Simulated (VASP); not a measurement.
Wanted: the native input for a VASP 6.6.1 run.

```
Task                   : single point
Functional             : PBE
Potentials or basis    : VASP PAW PBE potentials, release 64 (Hf_pv, O)
Cutoff                 : 520 eV
k mesh                 : 2 × 2 × 2, shifted
Occupations            : fermi-dirac, width 0.2241 eV
Spin                   : no spin polarisation
Dipole correction      : no
Further INCAR settings : LREAL = Auto; ALGO = Normal; EDIFF = 1e-06; NBANDS = 81; ISYM = -1
```

The structure of HfO2 lies in POSCAR:

```
HfO2
1.0
   -5.2801127906     -2.6400563953     -2.6400563953
   -2.6400563953     -5.2801127906      2.6400563953
   -5.2801127906      2.6400563953      2.6400563953
Hf O
6 12
Direct
    0.6540835339      0.6785959837      0.0066266577
    0.2549728993      0.3494006170     -0.0469844130
   -0.0538967969     -0.0190205533      0.0286057336
    0.8531157405      0.2883895465      0.5131288113
    0.5224185750      0.9690789199      0.4964585235
    0.1896666239      0.6363603961      0.4749077528
    0.2443466111      0.6354676121      0.0625253689
    0.9563610413      0.3165623033      0.1788820689
    0.6469895566     -0.0649191940      0.1425546252
    0.5128737032      0.2828723664      0.6306920197
    0.1106360520      0.9493989110      0.6633292960
    0.7108207373      0.6061796014      0.6441485504
    0.4874061285      0.7172781120      0.3941764281
    0.2233581706      0.2672680280      0.5027451316
    0.9198181982     -0.0726856948      0.3876948431
    0.6274601758      0.2718888889      1.0112944007
    0.3765576442     -0.0167921918      0.9278600087
   -0.0120070667      0.6491939603      0.8397138803
```

This cell differs from its parent crystal: dynamics (nvt langevin) at 2600 K, volume x 1.1, from the last frame before.

One way to write it, as run:

INCAR

```
ALGO = Normal ; EDIFF = 1E-6
ENCUT = 520 ; GGA = PE
GGA_COMPAT = F ; ISIF = 2
ISMEAR = -1 ; ISYM = -1
LASPH = T ; LCHARG = F
LREAL = Auto ; LWAVE = F
NBANDS = 81 ; NELM = 120
PREC = Accurate ; SIGMA = 0.2241
```

KPOINTS

```
explicit points
4
Reciprocal
  0.25000000   0.25000000   0.25000000 2
  0.25000000   0.25000000   0.75000000 2
  0.25000000   0.75000000   0.25000000 2
  0.25000000   0.75000000   0.75000000 2
```

Potentials or basis: VASP PAW PBE potentials, release 64 (Hf_pv, O).

Run with:

```bash
$ cat potpaw_PBE.64/Hf_pv/POTCAR potpaw_PBE.64/O/POTCAR > POTCAR
$ mpirun -np 1 vasp_std > vasp.out
```

Results of the run:

```yaml
Pressure: -5.0 GPa
Largest_force: 5.834 eV/Å
Band_gap_on_the_k_mesh: 2.60 eV
```

Caveat: the stress differs along the axes, from -8 to -3 GPa; the atoms stand as in a frame of molecular dynamics; spin-orbit coupling is left out, which moves the levels of the heavy elements; a shifted mesh leaves out Γ, where band edges can lie; forces of over 1 eV/Å act on the atoms, so gaps and moduli don't describe the material at rest.

Wall time 2.7 min on 1 thread of Intel(R) Xeon(R) Platinum 8488C (Sapphire Rapids), on a shared host, peak memory 0.33 GiB.
